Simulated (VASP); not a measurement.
# B (P6/mmm) in VASP: further runs, part 2 of 2

VASP 6.6.1. Earlier steps stand in the parts before.

**3. Single point, r2SCAN**

POSCAR

```
B
1.0
    1.6797344656      0.0000000000      0.0000000000
   -0.8398672328      1.4546927104      0.0000000000
    0.0000000000      0.0000000000      3.7343414045
B
1
Direct
    0.0000000000      0.0000000000      0.0000000000
```

INCAR.step1

```
SYSTEM = B
PREC = Accurate
ENCUT = 520
ISMEAR = -1
SIGMA = 0.15
LREAL = .FALSE.
LASPH = .TRUE.
NELM = 60
NBANDS = 8
GGA = PE
ALGO = Normal
EDIFF = 1E-4
LWAVE = .TRUE.
LCHARG = .FALSE.
```

INCAR.step2

```
SYSTEM = B
PREC = Accurate
ENCUT = 520
EDIFF = 1E-6
ISMEAR = -1
SIGMA = 0.15
LREAL = .FALSE.
LASPH = .TRUE.
NELM = 60
ALGO = Normal
ISIF = 2
LWAVE = .FALSE.
LCHARG = .TRUE.
METAGGA = R2SCAN
LMIXTAU = .TRUE.
LELF = .TRUE.
LVHAR = .TRUE.
NBANDS = 8
ISTART = 1
```

KPOINTS

```
Automatic mesh
0
G
  23 23 10
  0 0 0
```

Potentials or basis: VASP PAW PBE potentials, release 64 (B).

The run is started by

```console
> cat potpaw_PBE.64/B/POTCAR > POTCAR
> cp INCAR.step1 INCAR
> mpirun -np 1 vasp_std > vasp.out
> cp INCAR.step2 INCAR
> mpirun -np 1 vasp_std > vasp.out
```

OUTCAR:

```text
SYSTEM = B
   PREC = Accurate
   ENCUT = 520
   EDIFF = 1E-6
   ISMEAR = -1
   LREAL = .FALSE.
   LASPH = .TRUE.
   NELM = 60
   ISIF = 2
   METAGGA = R2SCAN
   ISTART = 1

 ion  position               nearest neighbor table
   1  0.000  0.000  0.000-

  LATTYP: Found a hexagonal cell.
 ALAT       =     1.6797344656
 C/A-ratio  =     2.2231736509

  Lattice vectors:

 A1 = (   1.6797344656,   0.0000000000,   0.0000000000)
[... 440 lines left out ...]
      5      28.5550      0.00000
      6      32.3482      0.00000
      7      39.3684      0.00000
      8      47.1915      0.00000

 [... further k-points ...]

------------------------ aborting loop because EDIFF is reached ----------------------------------------

  FORCE on cell =-STRESS in cart. coord.  units (eV):
  Direction    XX          YY          ZZ          XY          YZ          ZX
  --------------------------------------------------------------------------------------
  -------------------------------------------------------------------------------------
  Total        0.7739594      0.7739594     -0.0488220      0.0000000     -0.0000000      0.0000000
  in kB      135.8948041    135.8948026     -8.5723617      0.0000000     -0.0000000      0.0000000
  external PRESSURE =      87.7390817 kB  Pullay stress =       0.0000000 kB

 VOLUME and BASIS-vectors are now :
 -----------------------------------------------------------------------------
  energy-cutoff  :      520.00
  volume of cell :        9.12
      direct lattice vectors                 reciprocal lattice vectors
     1.679734466  0.000000000  0.000000000     0.595332191  0.343715203  0.000000000
    -0.839867233  1.454692710  0.000000000     0.000000000  0.687430406  0.000000000
     0.000000000  0.000000000  3.734341404     0.000000000  0.000000000  0.267784836

 POSITION                                       TOTAL-FORCE (eV/Angst)
 -----------------------------------------------------------------------------------
      0.00000      0.00000      0.00000         0.000000      0.000000      0.000000
 -----------------------------------------------------------------------------------
    total drift:                                0.000000     -0.000000     -0.000000

  FREE ENERGIE OF THE ION-ELECTRON SYSTEM (eV)
  ---------------------------------------------------
  free  energy   TOTEN  =        -6.5974906255 eV

  energy  without entropy=       -6.5858183594  energy(sigma->0) =       -6.59165449
```

OSZICAR.step1:

```text
N       E                     dE             d eps       ncg     rms          rms(c)
DAV:   1    -0.220904900701E+01   -0.22090E+01   -0.14831E+03  5592   0.285E+02
DAV:   2    -0.652008481791E+01   -0.43110E+01   -0.40117E+01  7384   0.453E+01
DAV:   3    -0.653060157278E+01   -0.10517E-01   -0.10514E-01  6096   0.249E+00
DAV:   4    -0.653060550628E+01   -0.39335E-05   -0.39335E-05  8256   0.433E-02
DAV:   5    -0.653060550641E+01   -0.13017E-09   -0.44458E-09  5856   0.267E-04    0.345E+00
DAV:   6    -0.610948083004E+01    0.42112E+00   -0.36582E-01  5688   0.235E+00    0.188E+00
DAV:   7    -0.598731423796E+01    0.12217E+00   -0.32697E-01  5952   0.215E+00    0.429E-01
DAV:   8    -0.598841242884E+01   -0.10982E-02   -0.11706E-03  5848   0.239E-01    0.496E-02
DAV:   9    -0.598852982000E+01   -0.11739E-03   -0.58332E-05  7376   0.367E-02    0.228E-02
DAV:  10    -0.598858120222E+01   -0.51382E-04   -0.69366E-05  5960   0.371E-02
   1 F= -.59885812E+01 E0= -.59822887E+01  d E =-.125851E-01
```

It took 98 s on 1 thread of Intel Xeon 8259CL, shared host; peak memory 0.13 GiB.

What came out:

```
Free energy : -6.5975 eV
Pressure    : 8.8 GPa
```

Stress tensor (GPa, compression positive):
```
13.59  0.00  0.00
 0.00 13.59  0.00
 0.00  0.00 -0.86
```

Caveat: the PAW data sets were made with another functional, which shifts forces and pressure a little.

**4. Single point, r2SCAN**

This run uses another cell than the first one, of the same volume but with other edges.

POSCAR

```
B
1.0
    1.6910840228      0.0000000000      0.0000000000
   -0.8455420114      1.4645217152      0.0000000000
    0.0000000000      0.0000000000      3.6843842226
B
1
Direct
    0.0000000000      0.0000000000      0.0000000000
```

Edit INCAR.step1 of step 3 so:

```diff
@@ -7,3 +7,3 @@
 LASPH = .TRUE.
-NELM = 60
+NELM = 100
 NBANDS = 8
```

INCAR.step2

```
SYSTEM = B
PREC = Accurate
ENCUT = 520
EDIFF = 1E-6
ISMEAR = -1
SIGMA = 0.15
LREAL = .FALSE.
LASPH = .TRUE.
NELM = 100
ALGO = Normal
ISIF = 2
LWAVE = .FALSE.
LCHARG = .FALSE.
METAGGA = R2SCAN
LMIXTAU = .TRUE.
NBANDS = 8
ISTART = 1
```

KPOINTS

```
regular mesh
0
G
  23 23 10
  0 0 0
```

The run is started by

```console
> cat potpaw_PBE.64/B/POTCAR > POTCAR
> cp INCAR.step1 INCAR
> mpirun -np 1 vasp_std > vasp.out
> cp INCAR.step2 INCAR
> mpirun -np 1 vasp_std > vasp.out
```

Wall time 2.3 min (1 thread of Intel Xeon 8259CL, shared host); peak memory 0.13 GiB.

Results (log left out):

```
Free energy : -6.6060 eV
Pressure    : 4.8 GPa
```

Stress tensor (GPa, compression positive):
```
 7.46  0.00  0.00
 0.00  7.46  0.00
 0.00  0.00 -0.41
```

Levels at points of the mesh, in eV from the Fermi level:
| k point | band 1 | band 2 | band 3 | band 4 | band 5 |
| --- | --- | --- | --- | --- | --- |
| (0.00, 0.00, 0.00) | -18.68 | -7.58 | 2.32 | 26.50 | 27.08 |
| (0.00, 0.00, 0.50) | -18.40 | -9.36 | 9.17 | 13.56 | 27.09 |

Caveat: the PAW data sets were made with another functional, which shifts forces and pressure a little.

**5. Single point, r2SCAN**

This run uses another cell than the first one, of the same volume but with other edges.

POSCAR

```
B
1.0
    1.7024335800      0.0000000000      0.0000000000
   -0.8512167900      1.4743507200      0.0000000000
    0.0000000000      0.0000000000      3.6354228500
B
1
Direct
    0.0000000000      0.0000000000      0.0000000000
```

INCAR.step1

```
SYSTEM = B
PREC     = Accurate       ! precision mode
ENCUT    = 520            ! plane-wave cutoff, eV
ISMEAR   = -1             ! smearing method
SIGMA    = 0.15           ! smearing width, eV
LREAL    = .False.        ! projectors in reciprocal space
LASPH    = .True.         ! aspherical terms in the spheres
NELM     = 100            ! most SCF steps
NBANDS   = 8              ! bands
GGA      = PE             ! functional
ALGO     = Normal         ! electronic algorithm
EDIFF    = 1E-4           ! SCF threshold, eV
LWAVE    = .True.         ! write WAVECAR
LCHARG   = .False.        ! write CHGCAR
```

INCAR.step2

```
SYSTEM = B
PREC     = Accurate       ! precision mode
ENCUT    = 520            ! plane-wave cutoff, eV
EDIFF    = 1E-7           ! SCF threshold, eV
ISMEAR   = -1             ! smearing method
SIGMA    = 0.15           ! smearing width, eV
LREAL    = .False.        ! projectors in reciprocal space
LASPH    = .True.         ! aspherical terms in the spheres
NELM     = 100            ! most SCF steps
ALGO     = Normal         ! electronic algorithm
ISIF     = 2              ! what is computed and relaxed
LWAVE    = .False.        ! write WAVECAR
LCHARG   = .True.         ! write CHGCAR
METAGGA  = R2SCAN         ! meta-GGA
LMIXTAU  = .True.       
LELF     = .True.         ! ELF
LVHAR    = .True.       
NBANDS   = 8              ! bands
ISTART   = 1
```

KPOINTS

```
Automatic mesh
0
Gamma
  23 23 10
  0 0 0
```

The run is started by

```console
> cat potpaw_PBE.64/B/POTCAR > POTCAR
> cp INCAR.step1 INCAR
> mpirun -np 1 vasp_std > vasp.out
> cp INCAR.step2 INCAR
> mpirun -np 1 vasp_std > vasp.out
```

It took 2.5 min on 1 thread of Intel Xeon 8259CL, shared host; peak memory 0.13 GiB.

It converged, with:

| Quantity | Value |
| --- | --- |
| Free energy | -6.6095 eV |
| Pressure | 1.1 GPa |

Stress tensor (GPa, compression positive):
```
1.56 0.00 0.00
0.00 1.56 0.00
0.00 0.00 0.13
```

Levels at points of the mesh, in eV from the Fermi level:
| k point | band 1 | band 2 | band 3 | band 4 | band 5 | band 6 |
| --- | --- | --- | --- | --- | --- | --- |
| (0.00, 0.00, 0.00) | -18.55 | -7.35 | 2.48 | 26.59 | 26.59 | 27.41 |
| (0.00, 0.00, 0.50) | -18.23 | -9.29 | 9.62 | 14.12 | 26.60 | 26.60 |

Caveat: the PAW data sets were made with another functional, which shifts forces and pressure a little.

**6. Single point, r2SCAN**

This run uses another cell than the first one, of the same volume but with other edges.

POSCAR

```
B
1.0
    1.7137831372      0.0000000000      0.0000000000
   -0.8568915686      1.4841797248      0.0000000000
    0.0000000000      0.0000000000      3.5874309954
B
1
Direct
    0.0000000000      0.0000000000      0.0000000000
```

INCAR.step1

```
SYSTEM = B
PREC = Accurate ; ENCUT = 520
ISMEAR = -1 ; SIGMA = 0.15
LREAL = .FALSE. ; LASPH = .TRUE.
NELM = 60 ; NBANDS = 8
GGA = PE ; ALGO = Normal
EDIFF = 1E-4 ; LWAVE = .TRUE.
LCHARG = .FALSE.
```

INCAR.step2

```
SYSTEM = B
PREC = Accurate ; ENCUT = 520
EDIFF = 1E-7 ; ISMEAR = -1
SIGMA = 0.15 ; LREAL = .FALSE.
LASPH = .TRUE. ; NELM = 60
ALGO = Normal ; ISIF = 2
LWAVE = .FALSE. ; LCHARG = .TRUE.
METAGGA = R2SCAN ; LMIXTAU = .TRUE.
LELF = .TRUE. ; LVHAR = .TRUE.
NBANDS = 8 ; ISTART = 1
```

KPOINTS

```
regular mesh
0
G
  23 23 10
  0 0 0
```

Potentials or basis: VASP PAW PBE potentials, release 64 (B).

The run is started by

```console
> cat potpaw_PBE.64/B/POTCAR > POTCAR
> cp INCAR.step1 INCAR
> mpirun -np 1 vasp_std > vasp.out
> cp INCAR.step2 INCAR
> mpirun -np 1 vasp_std > vasp.out
```

Wall time 2.4 min (1 thread of Intel Xeon 8259CL, shared host); peak memory 0.13 GiB.

The run converged. Its results:

* Free energy: -6.6081 eV
* Pressure: -2.5 GPa

Stress tensor (GPa, compression positive):
```
-4.10  0.00  0.00
 0.00 -4.10  0.00
 0.00  0.00  0.75
```

Levels at points of the mesh, in eV from the Fermi level:
| k point | band 1 | band 2 | band 3 | band 4 | band 5 | band 6 |
| --- | --- | --- | --- | --- | --- | --- |
| (0.00, 0.00, 0.00) | -18.41 | -7.12 | 2.65 | 26.12 | 26.12 | 28.33 |
| (0.00, 0.00, 0.50) | -18.05 | -9.21 | 10.09 | 14.71 | 26.13 | 26.13 |

Caveat: the PAW data sets were made with another functional, which shifts forces and pressure a little.

**7. Summary**

```csv
cell,gap on the mesh (eV),pressure (GPa)
"a = 1.668, b = 1.668, c = 3.785 Å, angles 90.0, 90.0, 120.0°, 1 atom",none,12.9
"a = 1.680, b = 1.680, c = 3.734 Å, angles 90.0, 90.0, 120.0°, 1 atom",none,8.8
"a = 1.691, b = 1.691, c = 3.684 Å, angles 90.0, 90.0, 120.0°, 1 atom",none,4.8
"a = 1.702, b = 1.702, c = 3.635 Å, angles 90.0, 90.0, 120.0°, 1 atom",none,1.1
"a = 1.714, b = 1.714, c = 3.587 Å, angles 90.0, 90.0, 120.0°, 1 atom",none,-2.5
```

Alike in all rows: task single point; level r2SCAN; potentials or basis VASP PAW PBE potentials, release 64 (B); no spin polarisation; k mesh 23 × 23 × 10; cutoff (eV) 520; smearing fermi-dirac 0.15 eV.

Caveats: the PAW data sets were made with another functional, which shifts forces and pressure a little.

Total energies depend on the potentials used, so only differences within one code and one set of settings carry meaning.
